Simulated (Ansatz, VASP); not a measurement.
## One calculation of MnS, two programs

```xyz
2
Lattice="0.0000 2.5476 2.5476 2.5476 0.0000 2.5476 2.5476 2.5476 0.0000" Properties=species:S:1:pos:R:3 pbc="T T T"
Mn    0.0000    0.0000    0.0000
S     2.5476    2.5476    2.5476
```

Alike in both runs: functional PBE; k mesh 14 × 14 × 14; occupations gaussian, width 0.1 eV; collinear spin.

Ansatz relaxed the structure, and its values are those at the end. VASP's run is a single point on that final structure, the one shown.

|  | VASP | Ansatz |
| --- | --- | --- |
| version | VASP 6.6.1 | Ansatz 0.2.0 |
| potentials or method | VASP PAW PBE potentials, release 64 (Mn_pv, S), cutoff 520 eV | scalar-relativistic, plane waves, PAW |
| valence electrons in the cell | 19 | 21 |

```tsv
	VASP	Ansatz	Ansatz less VASP
gap on the k mesh at the Fermi level (eV)	none	none	-
pressure (GPa)	0.0	0.0	-0.03
net moment per atom (μB)	2.24	2.24	-0.001
size of the moment on the site where the two differ most (μB)	4.09	4.02	-0.077
```

Site moments also hang on the region over which each program counts them. A gap of «none» marks a metal or a gap that the smearing closes. With one functional, cell and mesh, what is left measures potentials, basis and numerics. VASP's potentials hold 19 valence electrons a cell and Ansatz's 21, so a difference there can come from the potentials and not from the codes.
